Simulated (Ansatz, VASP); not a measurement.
Si3S2: VASP beside Ansatz

```
Si S
1.0
     4.22949    0.00000    0.00000
    -2.11474    3.66284    0.00000
     0.00000    0.00000    5.54591
Si S
3 2
Direct
  0.00000 0.00000 0.00000
  0.33333 0.66667 0.77408
  0.66667 0.33333 0.22592
  0.33333 0.66667 0.35549
  0.66667 0.33333 0.64451
```

Alike in both runs: functional PBE; k mesh 6 × 6 × 4; occupations gaussian, width 0.1 eV; no spin polarisation.

Ansatz relaxed the structure, and its values are those at the end. VASP's run is a single point on that final structure, the one shown.

|  | VASP | Ansatz |
| --- | --- | --- |
| version | VASP 6.6.1 | Ansatz 0.2.0 |
| potentials or method | VASP PAW PBE potentials, release 64 (Si, S), cutoff 520 eV | scalar-relativistic, plane waves, PAW |
| valence electrons in the cell | 24 | 24 |

```tsv
	VASP	Ansatz	Ansatz less VASP
gap on the k mesh at the Fermi level (eV)	none	none	-
pressure (GPa)	0.0	0.0	+0.08
rms of the force components (eV/Å)	0.009	0.001	-0.0088
```

A gap of «none» marks a metal or a gap that the smearing closes. The functional is the same, so the differences come from potentials, cutoffs and numerics.
